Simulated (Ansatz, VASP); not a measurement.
## One calculation of Ge12Sb7Te24, two programs

```
Ge Sb Te
1.0
    -2.64222    6.09615    8.15466
    -2.64222   -6.09615    8.15466
    10.91821    0.00000    8.15466
Ge Sb Te
12 7 24
Direct
  0.34201 0.82324 0.16338
  0.81930 0.31583 0.18037
  0.35371 0.28704 0.67676
  0.82259 0.78649 0.71484
  0.15621 0.26312 0.98223
  0.71670 0.77411 0.99691
  0.27472 0.74602 0.50270
  0.78093 0.24875 0.48193
  0.20068 0.19033 0.31444
  0.69291 0.67640 0.35013
  0.20445 0.61812 0.83772
  0.68923 0.14016 0.82202
  0.41339 0.42953 0.32324
  0.93320 0.41680 0.81009
  0.42568 0.92025 0.81044
  0.60552 0.08004 0.15915
  0.07708 0.62119 0.16413
  0.58010 0.54573 0.68562
  0.11271 0.05876 0.62887
  0.09230 0.12245 0.17286
  0.59021 0.61592 0.19211
  0.08583 0.61527 0.64754
  0.60634 0.08540 0.64653
  0.48151 0.00314 0.99252
  0.99486 0.52976 0.97688
  0.46599 0.48439 0.53450
  0.01589 0.03214 0.45875
  0.34992 0.36083 0.15462
  0.85193 0.86272 0.25238
  0.39391 0.88021 0.59304
  0.83087 0.31140 0.66297
  0.75132 0.27666 0.98060
  0.24932 0.76255 0.98123
  0.72547 0.71561 0.54837
  0.23422 0.27738 0.51296
  0.40904 0.92754 0.30689
  0.90601 0.42573 0.31628
  0.37706 0.34899 0.89735
  0.90221 0.90153 0.84897
  0.15177 0.67531 0.32994
  0.65915 0.16161 0.32966
  0.11191 0.12502 0.86023
  0.64047 0.65325 0.86925
```

Alike in both runs: task single point; functional PBE; k mesh 1 × 1 × 1; occupations gaussian, width 0.05 eV; collinear spin.

|  | VASP | Ansatz |
| --- | --- | --- |
| version | VASP 6.6.1 | Ansatz 0.2.0 |
| potentials or method | VASP PAW PBE potentials, release 64 (Ge_d, Sb, Te), cutoff 410 eV | scalar-relativistic, plane waves, PAW |
| valence electrons in the cell | 347 | 657 |

```csv
,VASP,Ansatz,Ansatz less VASP
rms of the force components (eV/Å),0.035,0.035,+0.0002
net moment per atom (μB),0.00,0.00,0.000
```

Atom by atom the forces differ by 0.008 eV/Å (rms over components). VASP's potentials hold 347 valence electrons a cell and Ansatz's 657, so a difference there can come from the potentials and not from the codes. Ansatz's warnings: stability check not made.

Neither program's run includes spin-orbit coupling.
